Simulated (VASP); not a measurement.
Write the native input for VASP 6.6.1 that does the following.

```
Task                   : single point
Functional             : PBE
Potentials or basis    : VASP PAW PBE potentials, release 64 (Cd, Hg, Te)
Cutoff                 : 520 eV
k mesh                 : 6 × 6 × 2
Occupations            : gaussian, width 0.1 eV
Spin                   : no spin polarisation
Dipole correction      : no
Further INCAR settings : ALGO = Normal; EDIFF = 1e-06; NBANDS = 36
```

The structure of Cd2HgTe3 lies in POSCAR:

```
Cd2HgTe3
1.0
    4.3839746200      0.0000000000      0.0000000000
   -2.1919873100      3.7966333900      0.0000000000
    0.0000000000      0.0000000000     10.7385008600
Cd Hg Te
2 1 3
Direct
    0.0000000000      0.0000000000      0.0000000000
    0.6666666700      0.3333333300      0.3333333300
    0.3333333300      0.6666666700      0.6666666700
    0.0000000000      0.0000000000      0.7500000000
    0.3333333300      0.6666666700      0.4166666700
    0.6666666700      0.3333333300      0.0833333300
```

The input as run:

INCAR

```
SYSTEM = Cd2HgTe3
PREC = Accurate
ENCUT = 520
EDIFF = 1E-6
ISMEAR = 0
SIGMA = 0.1
LREAL = .False.
LASPH = .True.
NELM = 80
ALGO = Normal
ISIF = 2
LWAVE = .False.
LCHARG = .False.
GGA = PE
NBANDS = 36
```

KPOINTS

```
regular mesh
0
Gamma
  6 6 2
  0 0 0
```

Potentials or basis: VASP PAW PBE potentials, release 64 (Cd, Hg, Te).

Run with:

```console
$ cat potpaw_PBE.64/Cd/POTCAR potpaw_PBE.64/Hg/POTCAR potpaw_PBE.64/Te/POTCAR > POTCAR
$ mpirun -np 1 vasp_std > vasp.out
```

Results of the run:

- Pressure: 11.7 GPa
- Largest force: 0.155 eV/Å
- Band gap on the k mesh: 0.45 eV

Caveat: the cell stands under pressure; spin-orbit coupling is left out, which moves the levels of the heavy elements.

Wall time 95 s on 1 thread of Intel(R) Xeon(R) Platinum 8488C (Sapphire Rapids), on a shared host, peak memory 0.35 GiB.
